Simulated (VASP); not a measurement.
A run of VASP 6.6.1 is set up as follows.

The input INCAR:

```
ALGO     = Normal         # electronic algorithm
EDIFF    = 1E-7           # SCF threshold, eV
EDIFFG   = -0.002         # ionic threshold
ENCUT    = 500            # plane-wave cutoff, eV
GGA      = PS             # functional
GGA_COMPAT= F            
IBRION   = 2              # ionic algorithm
ISIF     = 3              # what is computed and relaxed
ISMEAR   = 0              # smearing method
LASPH    = T              # aspherical terms in the spheres
LCHARG   = F              # write CHGCAR
LREAL    = F              # projectors in reciprocal space
LWAVE    = F              # write WAVECAR
NELM     = 120            # most SCF steps
NELMIN   = 4            
NSW      = 100            # ionic steps
PREC     = Accurate       # precision mode
SIGMA    = 0.02           # smearing width, eV
```

Contents of KPOINTS:

```
k-points
0
Gamma
  12 12 12
```

POSCAR

```
BP
1.0
    0.0000000000      2.2690000000      2.2690000000
    2.2690000000      0.0000000000      2.2690000000
    2.2690000000      2.2690000000      0.0000000000
B P
1 1
Direct
    0.0000000000      0.0000000000      0.0000000000
    0.2500000000      0.2500000000      0.2500000000
```

Potentials or basis: VASP PAW PBE potentials, release 64 (B, P).

The run is started by

```bash
$ cat potpaw_PBE.64/B/POTCAR potpaw_PBE.64/P/POTCAR > POTCAR
$ mpirun -np 1 vasp_std > vasp.out
```

Problem. Predict the band gap on the k mesh.

Solution. 1.11 eV, indirect (least direct gap 3.37 eV).

Problem. What does it give for the space group after relaxing (to 0.05 Å)?

Solution. F-43m (No. 216).

Final structure:
```
CELL_PARAMETERS angstrom
0.00000 2.26055 2.26055
2.26055 0.00000 2.26055
2.26055 2.26055 0.00000
ATOMIC_POSITIONS crystal
B 0.00000 0.00000 0.00000
P 0.25000 0.25000 0.25000
```

 Expect the measured gap to be larger: semilocal functionals such as PBEsol lack the derivative discontinuity.
